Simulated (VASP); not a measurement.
Al: single point with PBEsol

Crystal: Al.

```
CELL_PARAMETERS angstrom
0.00000 1.99906 1.99906
1.99906 0.00000 1.99906
1.99906 1.99906 0.00000
ATOMIC_POSITIONS crystal
Al 0.00000 0.00000 0.00000
```

* Program: VASP 6.6.1
* Task: single point
* Functional: PBEsol
* Potentials or basis: VASP PAW PBE potentials, release 64 (Al)
* Cutoff: 520 eV
* k mesh: 24 × 24 × 24
* Occupations: fermi-dirac, width 0.05 eV
* Spin: no spin polarisation

The pressure is 1.1 GPa. The band gap on the k mesh is zero (an odd number of electrons rules out a gap without spin polarisation).

Levels at points of the mesh, in eV from the Fermi level:
| k point | band 1 | band 2 | band 3 | band 4 | band 5 |
| --- | --- | --- | --- | --- | --- |
| (0.00, 0.00, 0.00) | -11.37 | 12.76 | 12.76 | 12.76 | 14.50 |
| (0.50, 0.00, 0.00) | -4.73 | -4.43 | 11.57 | 11.57 | 11.73 |
| (0.50, 0.50, 0.00) | -3.01 | -1.63 | 5.25 | 5.73 | 5.73 |

Wall time 44 s on 1 thread of Intel Xeon 8259CL (shared host), peak memory 0.16 GiB.

Caveat: the PAW data sets were made with another functional, which shifts forces and pressure a little.
